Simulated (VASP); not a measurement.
# Si (Fd-3m) in VASP: a series of runs

The runs below take Si through vibrations by perturbation theory, elastic constants, with PBE.

All numbers are computed with VASP 6.6.1; they aren't measurements. Logs are shortened: lines on timing, memory, paths and dates and some standing lists are left out, and cuts for length are marked.

## 1. The cell of the first run

Symmetry: Fd-3m, No. 227, cubic system. The conventional cell has a = 5.470 Å, b = 5.470 Å, c = 5.470 Å, α = 90.00°, β = 90.00°, γ = 90.00°. Si (site symmetry -43m) has 4 Si at 2.37 Å within 3.1 Å.

## 2. Vibrations by perturbation theory, PBE

INCAR reads:

```
ALGO = Normal
EDIFF = 1E-8
ENCUT = 520
GGA = PE
IBRION = 8
ISIF = 2
ISMEAR = 0
LASPH = T
LCHARG = T
LEPSILON = T
LREAL = F
LWAVE = F
NBANDS = 11
NELM = 60
NSW = 1
PREC = Accurate
SIGMA = 0.01
```

KPOINTS reads:

```
k-points
0
Gamma
  10 10 10
```

POSCAR reads:

```
Si
1.0
    0.0000000000      2.7350472225      2.7350472225
    2.7350472225      0.0000000000      2.7350472225
    2.7350472225      2.7350472225      0.0000000000
Si
2
Direct
    0.7500000000      0.7500000000      0.7500000000
    0.5000000000      0.5000000000      0.5000000000
```

Potentials or basis: VASP PAW PBE potentials, release 64 (Si).

The run is started by

```
$ cat potpaw_PBE.64/Si/POTCAR > POTCAR
$ mpirun -np 1 vasp_std > vasp.out
```

OUTCAR:

```text
EDIFF = 1E-8
   ENCUT = 520
   GGA = PE
   IBRION = 8
   ISIF = 2
   ISMEAR = 0
   LASPH = T
   LEPSILON = T
   LREAL = F
   NELM = 60
   NSW = 1
   PREC = Accurate

 ion  position               nearest neighbor table
   1  0.750  0.750  0.750-   2 2.37   2 2.37   2 2.37   2 2.37
   2  0.500  0.500  0.500-   1 2.37   1 2.37   1 2.37   1 2.37

  LATTYP: Found a face centered cubic cell.
 ALAT       =     5.4700944450

  Lattice vectors:

 A1 = (   0.0000000000,   2.7350472225,   2.7350472225)
 A2 = (   2.7350472225,   0.0000000000,   2.7350472225)
 A3 = (   2.7350472225,   2.7350472225,   0.0000000000)

Analysis of symmetry for initial positions (statically):
=====================================================================
 Subroutine PRICEL returns:
 Original cell was already a primitive cell.

 Routine SETGRP: Setting up the symmetry group for a
 face centered cubic supercell.

 Subroutine GETGRP returns: Found 48 space group operations
 (whereof 24 operations were pure point group operations)
 out of a pool of 48 trial point group operations.

The static configuration has the point symmetry T_d .
 The point group associated with its full space group is O_h .

Analysis of symmetry for dynamics (positions and initial velocities):
=====================================================================
 Subroutine PRICEL returns:
 Original cell was already a primitive cell.

 Routine SETGRP: Setting up the symmetry group for a
 face centered cubic supercell.

 Subroutine GETGRP returns: Found 48 space group operations
 (whereof 24 operations were pure point group operations)
 out of a pool of 48 trial point group operations.

The dynamic configuration has the point symmetry T_d .
 The point group associated with its full space group is O_h .

 Subroutine INISYM returns: Found 48 space group operations
 (whereof 24 operations are pure point group operations),
 and found     1 'primitive' translations

----------------------------------------------------------------------------------------

                                     Primitive cell

  volume of cell :      40.9190

  direct lattice vectors                    reciprocal lattice vectors
     0.000000000  2.735047222  2.735047222    -0.182812200  0.182812200  0.182812200
     2.735047222  0.000000000  2.735047222     0.182812200 -0.182812200  0.182812200
     2.735047222  2.735047222  0.000000000     0.182812200  0.182812200 -0.182812200

  length of vectors
     3.867940876  3.867940876  3.867940876     0.316640019  0.316640019  0.316640019

  position of ions in fractional coordinates (direct lattice)
     0.750000000  0.750000000  0.750000000
     0.500000000  0.500000000  0.500000000

  ion indices of the primitive-cell ions
   primitive index   ion index
                 1           1
                 2           2

----------------------------------------------------------------------------------------

 KPOINTS: k-points

Automatic generation of k-mesh.
 Grid dimensions read from file:
 generate k-points for:   10   10   10

 Generating k-lattice:

  Cartesian coordinates                     Fractional coordinates (reciprocal lattice)
    -0.018281220  0.018281220  0.018281220     0.100000000  0.000000000  0.000000000
[... 479 lines left out ...]
          14.000944     0.000000    -0.000000
           0.000000    14.000944     0.000000
          -0.000000     0.000000    14.000944
 ------------------------------------------------------

 Free energy of the ion-electron system (eV)
  ---------------------------------------------------
  ---------------------------------------------------
  free energy    TOTEN  =        -1.50592097 eV

  energy without entropy =       -1.50592097

------------------------ aborting loop because EDIFF is reached ----------------------------------------

--------------------------------------- Ionic step        2  -------------------------------------------

------------------------ aborting loop because EDIFF is reached ----------------------------------------

--------------------------------------- Ionic step        3  -------------------------------------------

------------------------ aborting loop because EDIFF is reached ----------------------------------------

 PIEZOELECTRIC TENSOR FIELD DIRECTION 3  (e Angst)
 -----------------------------------------------------------------------------
     0.00149 -0.00000  0.00000           (  0.00000  0.00000  0.00000)
     0.00000  0.00149  0.00000           (  0.00000  0.00000  0.00000)
     0.00000  0.00000 -0.00738           (  0.00000  0.00000  0.00000)

 PIEZOELECTRIC TENSOR FIELD DIRECTION 3  (C/m^2)
 -----------------------------------------------------------------------------
     0.00058 -0.00000  0.00000
     0.00000  0.00058  0.00000
     0.00000  0.00000 -0.00289

--------------------------------------- Ionic step        4  -------------------------------------------

 Free energy of the ion-electron system (eV)
  ---------------------------------------------------
  ---------------------------------------------------
  free energy    TOTEN  =        -0.01735925 eV

  energy without entropy =       -0.01735925

------------------------ aborting loop because EDIFF is reached ----------------------------------------

 INTERNAL STRAIN TENSOR  FOR ION    1  DIRECTION 1   (eV/Angst):
 -----------------------------------------------------------------------------
     0.00409  0.00000  0.00000
     0.00000 -0.00115 -8.71098
     0.00000 -8.71098 -0.00115

 MACROSCOPIC STATIC DIELECTRIC TENSOR (including local field effects in DFT)
 ------------------------------------------------------
          13.385652     0.000000     0.000000
          -0.000000    13.385652     0.000000
           0.000000     0.000000    13.385652
 ------------------------------------------------------

 PIEZOELECTRIC TENSOR (including local field effects)  for field in x, y, z        (e  Angst)
          XX          YY          ZZ          XY          YZ          ZX
  --------------------------------------------------------------------------------
  x    -0.00000    -0.00000     0.00000    -0.00000    -0.00000    -0.00000
  y    -0.00000     0.00000     0.00000    -0.00000    -0.00000     0.00000
  z     0.00000    -0.00000     0.00000     0.00000    -0.00000    -0.00000

 PIEZOELECTRIC TENSOR (including local field effects)  for field in x, y, z        (C/m^2)
          XX          YY          ZZ          XY          YZ          ZX
  --------------------------------------------------------------------------------
  x    -0.00000    -0.00000     0.00000    -0.00000    -0.00000    -0.00000
  y    -0.00000     0.00000     0.00000    -0.00000    -0.00000     0.00000
  z     0.00000    -0.00000     0.00000     0.00000    -0.00000    -0.00000

 BORN EFFECTIVE CHARGES (including local field effects) (in |e|, cummulative output)
 ---------------------------------------------------------------------------------
 ion    1
    1     0.00000     0.00000    -0.00000
    2     0.00000     0.00000     0.00000
    3     0.00000     0.00000     0.00000
 ion    2
    1     0.00000     0.00000     0.00000
    2     0.00000     0.00000     0.00000
    3    -0.00000    -0.00000     0.00000

 INTERNAL STRAIN TENSOR FOR ION    2 for displacements in x,y,z  (eV/Angst):
          X           Y           Z          XY          YZ          ZX
  --------------------------------------------------------------------------------
  x    -0.00000     0.00000     0.00000     0.00000     8.71098     0.00000
  y     0.00000     0.00000     0.00000     0.00000     0.00000     8.71098
  z     0.00000     0.00000    -0.00000     8.71098     0.00000     0.00000

 SECOND DERIVATIVES (NOT SYMMETRIZED)
 ------------------------------------
               1X          1Y          1Z          2X          2Y          2Z
  1X   -13.029827    0.000000    0.000000   13.029827    0.000000    0.000000
  1Y     0.000000  -13.029827    0.000000    0.000000   13.029827    0.000000
  1Z     0.000000    0.000000  -13.029827    0.000000    0.000000   13.029827
  2X    13.029827    0.000000    0.000000  -13.029827    0.000000    0.000000
  2Y     0.000000   13.029827    0.000000    0.000000  -13.029827    0.000000
  2Z     0.000000    0.000000   13.029827    0.000000    0.000000  -13.029827

 Eigenvectors and eigenvalues of the dynamical matrix
 ----------------------------------------------------

   1 f  =   15.059059 THz    94.618857 2PiTHz  502.316130 cm-1    62.279235 meV
             X         Y         Z           dx          dy          dz
      4.102571  4.102571  4.102571     0.000000   -0.707107    0.000000
      2.735047  2.735047  2.735047     0.000000    0.707107    0.000000
[... 21 lines left out ...]
   6 f  =    0.000000 THz     0.000000 2PiTHz    0.000000 cm-1     0.000000 meV
             X         Y         Z           dx          dy          dz
      4.102571  4.102571  4.102571     0.000000    0.000000    0.707107
      2.735047  2.735047  2.735047     0.000000    0.000000    0.707107

--------------------------------------------------------------------------------------------------------

 MACROSCOPIC STATIC DIELECTRIC TENSOR IONIC CONTRIBUTION
 ------------------------------------------------------
           0.000000     0.000000     0.000000
           0.000000     0.000000     0.000000
           0.000000     0.000000     0.000000
 ------------------------------------------------------

 ELASTIC MODULI CONTR FROM IONIC RELAXATION (kBar)
 Direction    XX          YY          ZZ          XY          YZ          ZX
 --------------------------------------------------------------------------------
 XX          -0.0000      0.0000      0.0000      0.0000      0.0000      0.0000
 YY           0.0000     -0.0000      0.0000      0.0000      0.0000     -0.0000
 ZZ           0.0000      0.0000     -0.0000      0.0000      0.0000      0.0000
 XY           0.0000      0.0000      0.0000   -228.0244      0.0000      0.0000
 YZ           0.0000      0.0000      0.0000      0.0000   -228.0244      0.0000
 ZX           0.0000     -0.0000      0.0000      0.0000      0.0000   -228.0244
 --------------------------------------------------------------------------------

 PIEZOELECTRIC TENSOR IONIC CONTR  for field in x, y, z        (C/m^2)
          XX          YY          ZZ          XY          YZ          ZX
  --------------------------------------------------------------------------------
  x     0.00000     0.00000    -0.00000     0.00000     0.00000     0.00000
  y     0.00000     0.00000     0.00000     0.00000     0.00000     0.00000
  z     0.00000    -0.00000     0.00000     0.00000    -0.00000    -0.00000
```

It took 11 min on 1 thread of Intel Xeon 8259CL, shared host; peak memory 0.3 GiB.

What came out:

| Property | Result |
| --- | --- |
| Electronic dielectric tensor (diagonal) | 13.39 |
| Born charges (mean of the diagonal) | Si +0.00 e |
| Highest phonon frequency at Γ | 502 cm⁻¹ |

Phonon frequencies in cm⁻¹ (negative: imaginary):
| q point | frequencies |
| --- | --- |
| (0.000, 0.000, 0.000) | 0 0 0 502 502 502 |

Electronic dielectric tensor:
```
13.39  0.00  0.00
 0.00 13.39  0.00
 0.00  0.00 13.39
```

Born effective charge tensors (e):
atom 1, Si
```
0.00 0.00 0.00
0.00 0.00 0.00
0.00 0.00 0.00
```
atom 2, Si
```
0.00 0.00 0.00
0.00 0.00 0.00
0.00 0.00 0.00
```

## 3. Elastic constants, PBE

INCAR reads:

```
SYSTEM = Si
ALGO = Normal ; EDIFF = 1E-8
ENCUT = 600 ; GGA = PE
IBRION = 6 ; ISIF = 3
ISMEAR = 0 ; LASPH = .TRUE.
LCHARG = .FALSE. ; LREAL = .FALSE.
LWAVE = .FALSE. ; NELM = 100
NFREE = 2 ; NSW = 1
POTIM = 0.015 ; PREC = Accurate
SIGMA = 0.01
```

KPOINTS reads:

```
k-points
0
G
  10 10 10
  0 0 0
```

POSCAR is that of step 2.

Potentials or basis: VASP PAW PBE potentials, release 64 (Si).

The run is started by

```
$ cat potpaw_PBE.64/Si/POTCAR > POTCAR
$ mpirun -np 1 vasp_std > vasp.out
```

Wall time 13 min (1 thread of Intel Xeon 8259CL, shared host); peak memory 0.31 GiB.

Results (log left out):

| Property | Result |
| --- | --- |
| Elastic constants C11, C12, C44 | 153, 57, 75 GPa |
| Voigt bulk modulus | 89 GPa |
| Highest phonon frequency at Γ | 502 cm⁻¹ |

Phonon frequencies in cm⁻¹ (negative: imaginary):
| q point | frequencies |
| --- | --- |
| (0.000, 0.000, 0.000) | 0 0 0 502 502 502 |

Elastic tensor in Voigt notation (GPa, in the Cartesian axes of the cell as first typed):
```
153  57  57   0   0   0
 57 153  57   0   0   0
 57  57 153   0   0   0
  0   0   0  75   0   0
  0   0   0   0  75   0
  0   0   0   0   0  75
```

Clamped-ion elastic tensor (GPa):
```
153  57  57   0   0   0
 57 153  57   0   0   0
 57  57 153   0   0   0
  0   0   0  99   0   0
  0   0   0   0  99   0
  0   0   0   0   0  99
```
